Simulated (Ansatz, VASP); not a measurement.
# CuI: VASP beside Ansatz

Contents of INCAR:

```
SYSTEM = CuI
ALGO = Normal
EDIFF = 1E-6
ENCUT = 520
GGA = PE
GGA_COMPAT = .FALSE.
ISIF = 2
ISMEAR = -1
LASPH = .TRUE.
LCHARG = .FALSE.
LMAXMIX = 4
LNONCOLLINEAR = .TRUE.
LORBIT = 11
LORBMOM = .TRUE.
LREAL = .FALSE.
LSORBIT = .TRUE.
LWAVE = .FALSE.
MAGMOM = 0 0 0 0 0 0
NBANDS = 30
NELM = 150
PREC = Accurate
SIGMA = 0.02
```

Contents of KPOINTS:

```
k-points
0
G
  8 8 8
  0 0 0
```

The input POSCAR:

```
CuI
1.0
    0.0000000000      3.0120289470      3.0120289470
    3.0120289470      0.0000000000      3.0120289470
    3.0120289470      3.0120289470      0.0000000000
Cu I
1 1
Direct
    0.0000000000      0.0000000000      0.0000000000
    0.2500000000      0.2500000000      0.2500000000
```

Input for Ansatz:

```yaml
crystal:
  lattice:
    - [0.0, 3.012028947, 3.012028947]
    - [3.012028947, 0.0, 3.012028947]
    - [3.012028947, 3.012028947, 0.0]
  atoms:
    - { symbol: Cu, position: [0.0, 0.0, 0.0] }
    - { symbol: I, position: [0.25, 0.25, 0.25] }
kpoints:
  mp_grid: { grid: [8, 8, 8] }
  band_path:
    path:
      - [0.0, 0.0, 0.0]
      - [-0.5, -0.5, 0.0]
      - [-0.375, -0.375, 0.25]
      - [-0.375, 0.0, 0.375]
      - [0.0, 0.0, 0.5]
      - [-0.5, -0.25, 0.25]
    npoints: 1
hamiltonian:
  xc: pbe
scf:
  occupations: { method: fermi_dirac, width: 0.02 }
  n_extra_bands: 8
magnetization:
  noncollinear: true
  spin_orbit: true
output:
  forces: true
  stress: true
  eigenvalues: true
  write_density: true
  write_potential: true
  elf: true
  volumetric_format: npy
```

Alike in both runs: task single point; functional PBE; k mesh 8 × 8 × 8; occupations fermi-dirac, width 0.02 eV; non-collinear spin, spin-orbit coupling.

```csv
,VASP,Ansatz
version,VASP 6.6.1,Ansatz 0.2.0
potentials or method,"VASP PAW PBE potentials, release 64 (Cu, I)","plane waves, PAW"
plane-wave cutoff (eV),520,420
valence electrons in the cell,18,36
```

|  | VASP | Ansatz | Ansatz less VASP |
| --- | --- | --- | --- |
| pressure (GPa) | 1.6 | 1.2 | -0.36 |
| net moment per atom (μB) | 0.00 | 0.00 | 0.000 |

With one functional, cell and mesh, what is left measures potentials, basis and numerics. VASP's potentials hold 18 valence electrons a cell and Ansatz's 36, so a difference there can come from the potentials and not from the codes.
